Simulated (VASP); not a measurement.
A run of VASP 6.6.1:

Contents of INCAR:

```
PREC = Accurate ; ENCUT = 600
EDIFF = 1E-6 ; ISMEAR = 0
SIGMA = 0.1 ; LREAL = F
LASPH = T ; NELM = 100
ALGO = Fast ; ISIF = 3
LWAVE = F ; LCHARG = F
GGA = PE ; IBRION = 2
NSW = 90 ; EDIFFG = -0.04
```

Contents of KPOINTS:

```
Automatic mesh
0
Gamma
  6 6 4
```

POSCAR

```
Ca2SiC6
1.0
    5.6139385400      0.0000000000      0.0000000000
   -2.8069692700      4.8618133900      0.0000000000
    0.0000000000      0.0000000000      5.0804507800
Ca Si C
2 1 6
Direct
    0.3333333300      0.6666666700      0.5000000000
    0.6666666700      0.3333333300      0.5000000000
    0.0000000000      0.0000000000      0.0000000000
    0.5000000000      0.0000000000      0.1788977900
    0.0000000000      0.5000000000      0.1788977900
    0.5000000000      0.5000000000      0.1788977900
    0.0000000000      0.5000000000      0.8211022100
    0.5000000000      0.0000000000      0.8211022100
    0.5000000000      0.5000000000      0.8211022100
```

Potentials or basis: VASP PAW PBE potentials, release 64 (Ca_sv, Si, C).

Command:

```console
$ cat potpaw_PBE.64/Ca_sv/POTCAR potpaw_PBE.64/Si/POTCAR potpaw_PBE.64/C/POTCAR > POTCAR
$ mpirun -np 1 vasp_std > vasp.out
```

Hardware: 1 thread of Oxide Virtual Turin-like Processor, on a shared host.

How long does it take, and how much memory?

It took 60 min on 1 thread of Oxide Virtual Turin-like Processor (shared host), peak memory 0.35 GiB. Counts: scf iterations 274, k points 21, ion steps 20.
